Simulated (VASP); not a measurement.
# Te2Mo (R3m) in VASP: notebook

The runs below take Te2Mo through single point, with PBE.

All numbers are computed with VASP 6.6.1; they aren't measurements. Logs are shortened: lines on timing, memory, paths and dates and some standing lists are left out, and cuts for length are marked.

## 1. The cell of the first run

Symmetry: R3m, No. 160, trigonal system. Conventional cell: a = 3.547 Å, b = 3.547 Å, c = 21.312 Å, α = 90.00°, β = 90.00°, γ = 120.00°. Within 3.6 Å of Mo (site symmetry 3m) lie 6 Te at 2.72 Å and 6 Mo at 3.55 Å. Within 3.6 Å of Te (site symmetry 3m) lie 3 Mo at 2.72 Å and 7 Te at 3.55 to 3.58 Å. Within 3.6 Å of Te (site symmetry 3m) lie 3 Mo at 2.72 Å and 7 Te at 3.55 to 3.58 Å.

## 2. Single point, PBE

File INCAR:

```
SYSTEM = Te2Mo
PREC = Accurate ; ENCUT = 520
EDIFF = 1E-7 ; ISMEAR = 1
SIGMA = 0.127 ; LREAL = .FALSE.
LASPH = .TRUE. ; NELM = 60
ALGO = Normal ; ISIF = 2
LWAVE = .FALSE. ; LCHARG = .FALSE.
GGA = PE ; NBANDS = 20
```

File KPOINTS:

```
Automatic mesh
0
G
  6 6 6
  0 0 0
```

File POSCAR:

```
Te2Mo
1.0
    1.7734078919      1.0238775238      7.1041367115
   -1.7734078919      1.0238775238      7.1041367115
    0.0000000000     -2.0477550476      7.1041367115
Mo Te
1 2
Direct
   -0.0000368534     -0.0000368534     -0.0000368534
    0.4174226661      0.4174226661      0.4174226661
    0.2492808540      0.2492808540      0.2492808540
```

Potentials or basis: VASP PAW PBE potentials, release 64 (Mo_sv, Te).

The run is started by

```sh
cat potpaw_PBE.64/Mo_sv/POTCAR potpaw_PBE.64/Te/POTCAR > POTCAR
mpirun -np 1 vasp_std > vasp.out
```

OUTCAR:

```text
SYSTEM = Te2Mo
   PREC = Accurate
   ENCUT = 520
   EDIFF = 1E-7
   ISMEAR = 1
   LREAL = .FALSE.
   LASPH = .TRUE.
   NELM = 60
   ISIF = 2
   GGA = PE

 ion  position               nearest neighbor table
   1  1.000  1.000  1.000-   3 2.72   3 2.72   3 2.72   2 2.72   2 2.72   2 2.72
   2  0.417  0.417  0.417-   1 2.72   1 2.72   1 2.72   3 3.58
   3  0.249  0.249  0.249-   1 2.72   1 2.72   1 2.72   2 3.58

  LATTYP: Found a trigonal (rhomboedric) cell.
 ALAT       =     7.3933794134
 COS(alpha) =     0.8849302203

  Lattice vectors:

 A1 = (   1.7734078919,   1.0238775238,   7.1041367115)
 A2 = (  -1.7734078919,   1.0238775238,   7.1041367115)
 A3 = (   0.0000000000,  -2.0477550476,   7.1041367115)

Analysis of symmetry for initial positions (statically):
=====================================================================
 Subroutine PRICEL returns:
 Original cell was already a primitive cell.

 Routine SETGRP: Setting up the symmetry group for a
 trigonal (rhombohedral) supercell.

 Subroutine GETGRP returns: Found  6 space group operations
 (whereof  6 operations were pure point group operations)
 out of a pool of 12 trial point group operations.

The static configuration has the point symmetry C_3v.

Analysis of symmetry for dynamics (positions and initial velocities):
=====================================================================
 Subroutine PRICEL returns:
 Original cell was already a primitive cell.

 Routine SETGRP: Setting up the symmetry group for a
 trigonal (rhombohedral) supercell.

 Subroutine GETGRP returns: Found  6 space group operations
 (whereof  6 operations were pure point group operations)
 out of a pool of 12 trial point group operations.

The dynamic configuration has the point symmetry C_3v.

 Subroutine INISYM returns: Found  6 space group operations
 (whereof  6 operations are pure point group operations),
 and found     1 'primitive' translations

----------------------------------------------------------------------------------------

                                     Primitive cell

  volume of cell :      77.3961

  direct lattice vectors                    reciprocal lattice vectors
     1.773407892  1.023877524  7.104136711     0.281943033  0.162779886  0.046921019
    -1.773407892  1.023877524  7.104136711    -0.281943033  0.162779886  0.046921019
     0.000000000 -2.047755048  7.104136711     0.000000000 -0.325559772  0.046921019

  length of vectors
     7.393379413  7.393379413  7.393379413     0.328923619  0.328923619  0.328923619

  position of ions in fractional coordinates (direct lattice)
     0.999963147  0.999963147  0.999963147
     0.417422666  0.417422666  0.417422666
     0.249280854  0.249280854  0.249280854

  ion indices of the primitive-cell ions
   primitive index   ion index
                 1           1
                 2           2
                 3           3

----------------------------------------------------------------------------------------

 KPOINTS: Automatic mesh

Automatic generation of k-mesh.
 Grid dimensions read from file:
 generate k-points for:    6    6    6

 Generating k-lattice:

  Cartesian coordinates                     Fractional coordinates (reciprocal lattice)
     0.046990506  0.027129981  0.007820170     0.166666667 -0.000000000  0.000000000
    -0.046990506  0.027129981  0.007820170    -0.000000000  0.166666667  0.000000000
     0.000000000 -0.054259962  0.007820170     0.000000000  0.000000000  0.166666667

  Length of vectors
     0.054820603  0.054820603  0.054820603

  Shift w.r.t. Gamma in fractional coordinates (k-lattice)
     0.000000000  0.000000000  0.000000000

 Subroutine IBZKPT returns following result:
 ===========================================

 Found     32 irreducible k-points:

 Following reciprocal coordinates:
            Coordinates               Weight
  0.000000  0.000000  0.000000      1.000000
  0.166667  0.000000 -0.000000      6.000000
  0.333333 -0.000000 -0.000000      6.000000
  0.500000  0.000000 -0.000000      3.000000
  0.166667  0.166667 -0.000000      6.000000
  0.333333  0.166667  0.000000     12.000000
[... 16 lines left out ...]
  0.500000  0.500000  0.166667      6.000000
 -0.333333  0.500000  0.166667     12.000000
 [... further k-points ...]
   k-points           NKPTS =     32   k-points in BZ     NKDIM =     32   number of bands    NBANDS=     20
   number of dos      NEDOS =    301   number of ions     NIONS =      3
   total plane-waves  NPLWV = 175616
   dimension x,y,z NGX =    56 NGY =   56 NGZ =   56
   dimension x,y,z NGXF=   112 NGYF=  112 NGZF=  112
   ions per type =               1   2
   NGX,Y,Z   is equivalent  to a cutoff of  12.59, 12.59, 12.59 a.u.
   NGXF,Y,Z  is equivalent  to a cutoff of  25.18, 25.18, 25.18 a.u.
 SYSTEM =  Te2Mo
   PREC   = accura    normal or accurate (medium, high low for compatibility)
   ISTART =      0    job   : 0-new  1-cont  2-samecut
   ICHARG =      2    charge: 1-file 2-atom 10-const
   ISPIN  =      1    spin polarized calculation?
   LNONCOLLINEAR =      F non collinear calculations
   LSORBIT =      F    spin-orbit coupling
   LASPH  =      T    aspherical Exc in radial PAW
   ENCUT  =  520.0 eV  38.22 Ry    6.18 a.u.  13.75 13.75 13.75*2*pi/ulx,y,z
   NELM   =     60;   NELMIN=  2; NELMDL= -5     # of ELM steps
   EDIFF  = 0.1E-06   stopping-criterion for ELM
   LREAL  =      F    real-space projection
   EDIFFG = 0.1E-05   stopping-criterion for IOM
   NSW    =      0    number of steps for IOM
   IBRION =     -1    ionic relax: 0-MD 1-quasi-New 2-CG
   NFREE  =      0    steps in history (QN), initial steepest desc. (CG)
   ISIF   =      2    stress and relaxation
   ISYM   =      2    0-nonsym 1-usesym 2-fastsym
   POTIM  = 0.5000    time-step for ionic-motion
   TEBEG  =    0.0;   TEEND  =   0.0 temperature during run
   PSTRESS=    0.0 pullay stress
   NELECT =      26.0000    total number of electrons
   NUPDOWN=      -1.0000    fix difference up-down
   EMIN   =  10.00;   EMAX   =-10.00  energy-range for DOS
   EFERMI =   0.00;   METHOD = LEGACY
   ISMEAR =     1;   SIGMA  =   0.13  broadening in eV -4-tet -1-fermi 0-gaus
   EFERMI_NEDOS =   21; number of points for ismear=-14 and -15
   IALGO  =     38    algorithm
   IMIX   =      4    mixing-type and parameters
     AMIX     =   0.40;   BMIX     =  1.00
     AMIX_MAG =   1.60;   BMIX_MAG =  1.00
  volume/ion in A,a.u.               =      25.80       174.10
  Fermi-wavevector in a.u.,A,eV,Ry     =   1.138045  2.150594 17.621546  1.295147
  Thomas-Fermi vector in A             =   2.274750
   LORBIT       =      0    0 simple, 1 ext, 2 COOP (PROOUT), +10 PAW based schemes
   GGA     = PE    functional components
   LHFCALC =     F    Hartree Fock is set to
   AEXX    =    0.0000 exact exchange contribution
   IVDW    =     0    specifies the selected vdW correction
   LEPSILON=     F    determine dielectric tensor
   LRPA    =     F    only Hartree local field effects (RPA)
 non-spin polarized calculation
 Methfessel and Paxton  Order N= 1 SIGMA  =   0.13
  energy-cutoff  :      520.00
  volume of cell :       77.40
 maximum number of plane-waves:      2120
   NGX = 27   NGY = 27   NGZ = 27

 number of electron      26.0000000 magnetization

 Free energy of the ion-electron system (eV)
  ---------------------------------------------------
  ext. energy  EPLUGINS =         0.00000000
  ---------------------------------------------------
  free energy    TOTEN  =       -18.00632088 eV

  energy without entropy =      -18.00670367  energy(sigma->0) =      -18.00644848

 E-fermi :   7.7928     XC(G=0): -10.2444

 val. band max:        7.7321003663   @ k =   0.5000   0.5000   0.5000
 cond. band min:       8.6224748857   @ k =  -0.1667   0.5000   0.1667
 fundamental gap:      0.8903745194
 Fermi energy:         7.7928073023

 k-point     1 :       0.0000    0.0000    0.0000
  band No.  band energies     occupation
      1     -53.0992      2.00000
      2     -27.2569      2.00000
      3     -27.1472      2.00000
      4     -27.1472      2.00000
      5      -5.1771      2.00000
      6      -3.8840      2.00000
[... 12 lines left out ...]
     19      14.6993      0.00000
     20      15.3250      0.00000

 k-point     2 :       0.1667    0.0000   -0.0000
  band No.  band energies     occupation
      1     -53.0970      2.00000
      2     -27.2502      2.00000
      3     -27.1773      2.00000
      4     -27.1542      2.00000
      5      -4.7994      2.00000
      6      -3.6539      2.00000
[... 12 lines left out ...]
     19      15.2085      0.00000
     20      15.4011      0.00000

 k-point     3 :       0.3333   -0.0000   -0.0000
  band No.  band energies     occupation
      1     -53.0926      2.00000
      2     -27.2370      2.00000
      3     -27.2369      2.00000
      4     -27.1681      2.00000
      5      -3.8403      2.00000
      6      -3.0871      2.00000
[... 12 lines left out ...]
     19      13.8548      0.00000
     20      14.0623      0.00000

 k-point     4 :       0.5000    0.0000   -0.0000
  band No.  band energies     occupation
      1     -53.0904      2.00000
      2     -27.2665      2.00000
      3     -27.2302      2.00000
      4     -27.1751      2.00000
      5      -3.1505      2.00000
      6      -2.7233      2.00000
[... 12 lines left out ...]
     19      13.1880      0.00000
     20      13.9164      0.00000

 k-point     5 :       0.1667    0.1667   -0.0000
  band No.  band energies     occupation
      1     -53.0970      2.00000
      2     -27.2502      2.00000
      3     -27.1773      2.00000
      4     -27.1542      2.00000
      5      -4.7839      2.00000
      6      -3.6811      2.00000
[... 12 lines left out ...]
     19      15.1426      0.00000
     20      15.4150      0.00000

 k-point     6 :       0.3333    0.1667    0.0000
  band No.  band energies     occupation
      1     -53.0937      2.00000
      2     -27.2402      2.00000
      3     -27.2166      2.00000
      4     -27.1703      2.00000
      5      -4.0948      2.00000
      6      -3.2886      2.00000
[... 12 lines left out ...]
     19      14.9975      0.00000
     20      15.6018      0.00000

 k-point     7 :       0.5000    0.1667   -0.0000
  band No.  band energies     occupation
      1     -53.0904      2.00000
      2     -27.2517      2.00000
      3     -27.2302      2.00000
      4     -27.1902      2.00000
      5      -3.1788      2.00000
      6      -2.7542      2.00000
[... 12 lines left out ...]
     19      14.8134      0.00000
     20      15.4540      0.00000
[... 277 lines left out ...]
 k-point    20 :       0.5000    0.3333    0.1667
  band No.  band energies     occupation
      1     -53.0937      2.00000
      2     -27.2402      2.00000
      3     -27.2166      2.00000
      4     -27.1703      2.00000
      5      -3.9933      2.00000
      6      -3.4304      2.00000
[... 12 lines left out ...]
     19      15.3259      0.00000
     20      15.9062      0.00000

 k-point    21 :      -0.3333    0.3333    0.1667
  band No.  band energies     occupation
      1     -53.0904      2.00000
      2     -27.2517      2.00000
      3     -27.2302      2.00000
      4     -27.1902      2.00000
      5      -3.1166      2.00000
      6      -2.8288      2.00000
[... 12 lines left out ...]
     19      14.6220      0.00000
     20      15.3842      0.00000

 k-point    22 :      -0.1667    0.3333    0.1667
  band No.  band energies     occupation
      1     -53.0904      2.00000
      2     -27.2517      2.00000
      3     -27.2302      2.00000
      4     -27.1902      2.00000
      5      -3.1909      2.00000
      6      -2.7414      2.00000
[... 12 lines left out ...]
     19      14.4227      0.00000
     20      15.0972      0.00000

 k-point    23 :       0.5000    0.5000    0.1667
  band No.  band energies     occupation
      1     -53.0926      2.00000
      2     -27.2370      2.00000
      3     -27.2369      2.00000
      4     -27.1681      2.00000
      5      -3.6854      2.00000
      6      -3.2933      2.00000
[... 12 lines left out ...]
     19      14.0461      0.00000
     20      14.7385      0.00000

 k-point    24 :      -0.3333    0.5000    0.1667
  band No.  band energies     occupation
      1     -53.0904      2.00000
      2     -27.2517      2.00000
      3     -27.2302      2.00000
      4     -27.1902      2.00000
      5      -3.0821      2.00000
      6      -2.8692      2.00000
[... 12 lines left out ...]
     19      14.0383      0.00000
     20      15.0252      0.00000

 [... further k-points ...]

------------------------ aborting loop because EDIFF is reached ----------------------------------------

  FORCE on cell =-STRESS in cart. coord.  units (eV):
  Direction    XX          YY          ZZ          XY          YZ          ZX
  --------------------------------------------------------------------------------------
  -------------------------------------------------------------------------------------
  Total        0.7186881      0.7186881      1.3616523      0.0000000      0.0000000      0.0000000
  in kB       14.8775639     14.8775639     28.1875680      0.0000000      0.0000000      0.0000000
  external PRESSURE =      19.3142319 kB  Pullay stress =       0.0000000 kB

 VOLUME and BASIS-vectors are now :
 -----------------------------------------------------------------------------
  energy-cutoff  :      520.00
  volume of cell :       77.40
      direct lattice vectors                 reciprocal lattice vectors
     1.773407892  1.023877524  7.104136711     0.281943033  0.162779886  0.046921019
    -1.773407892  1.023877524  7.104136711    -0.281943033  0.162779886  0.046921019
     0.000000000 -2.047755048  7.104136711     0.000000000 -0.325559772  0.046921019

 POSITION                                       TOTAL-FORCE (eV/Angst)
 -----------------------------------------------------------------------------------
      0.00000      0.00000     21.31162         0.000000     -0.000000      0.002839
      0.00000      0.00000      8.89628         0.000000      0.000000      0.214338
      0.00000      0.00000      5.31278         0.000000      0.000000     -0.217177
 -----------------------------------------------------------------------------------
    total drift:                               -0.000000      0.000000      0.000242

  FREE ENERGIE OF THE ION-ELECTRON SYSTEM (eV)
  ---------------------------------------------------
  free  energy   TOTEN  =       -18.0063208811 eV

  energy  without entropy=      -18.0067036720  energy(sigma->0) =      -18.00644848
```

It took 1.9 min on 1 thread of AMD EPYC 9R45 (Zen 5), shared host; peak memory 0.36 GiB.

Results:

- Free energy: -18.0063 eV
- Pressure: 1.9 GPa
- Largest force: 0.217 eV/Å
- Band gap on the k mesh: 0.89 eV (least direct gap 1.07 eV)

Forces in eV/Å, atoms in the order of the input:
```
Mo   0.000  0.000  0.003
Te   0.000  0.000  0.214
Te   0.000  0.000 -0.217
```

Caveat: spin-orbit coupling is left out, which moves the levels of the heavy elements. A k mesh can miss the band edges.

## 3. Single point, PBE

File INCAR:

```
SYSTEM = Te2Mo
PREC     = Accurate       ! precision mode
ENCUT    = 520            ! plane-wave cutoff, eV
EDIFF    = 1E-6           ! SCF threshold, eV
ISMEAR   = -1             ! smearing method
SIGMA    = 0.5            ! smearing width, eV
LREAL    = .FALSE.        ! projectors in reciprocal space
LASPH    = .TRUE.         ! aspherical terms in the spheres
NELM     = 100            ! most SCF steps
ALGO     = Normal         ! electronic algorithm
ISIF     = 2              ! what is computed and relaxed
LWAVE    = .FALSE.        ! write WAVECAR
LCHARG   = .FALSE.        ! write CHGCAR
GGA      = PE             ! functional
NBANDS   = 20             ! bands
```

File KPOINTS:

```
regular mesh
0
G
  6 6 6
  0 0 0
```

POSCAR is that of step 2.

Potentials or basis: VASP PAW PBE potentials, release 64 (Mo_sv, Te).

The run is started by

```sh
cat potpaw_PBE.64/Mo_sv/POTCAR potpaw_PBE.64/Te/POTCAR > POTCAR
mpirun -np 1 vasp_std > vasp.out
```

Run time: 1.8 min. Hardware: 1 thread of AMD EPYC 9R45 (Zen 5), shared host; peak memory 0.38 GiB.

Results (log left out):

```yaml
Free_energy: -18.4653 eV
Pressure: 3.9 GPa
Largest_force: 0.501 eV/Å
Band_gap_on_the_k_mesh: 0.91 eV (least direct gap 1.08 eV)
```

Forces in eV/Å, atoms in the order of the input:
```
Mo   0.000  0.000 -0.008
Te   0.000  0.000  0.501
Te   0.000  0.000 -0.492
```

Stress tensor (GPa, compression positive):
```
3.63 0.00 0.00
0.00 3.63 0.00
0.00 0.00 4.45
```

Levels at points of the mesh, in eV from the valence-band top:
```
           k point  band 9  band 10  band 11  band 12  band 13  band 14  band 15  band 16  band 17  band 18
(0.00, 0.00, 0.00)   -1.87    -1.09    -1.09    -0.96    -0.48     2.78     2.78     3.25     3.25     5.46
(0.50, 0.00, 0.00)   -3.73    -2.56    -1.56    -1.04    -0.46     1.28     1.50     3.09     3.26     4.02
(0.50, 0.50, 0.00)   -3.38    -2.48    -2.14    -0.86    -0.68     1.23     1.65     2.79     3.77     4.34
(0.50, 0.50, 0.50)   -1.89    -1.89    -1.07    -1.07     0.00     2.93     2.93     3.08     3.08     5.94
```

Caveat: the cell stands under pressure; so wide a smearing shifts energies and pressures; spin-orbit coupling is left out, which moves the levels of the heavy elements. A k mesh can miss the band edges.
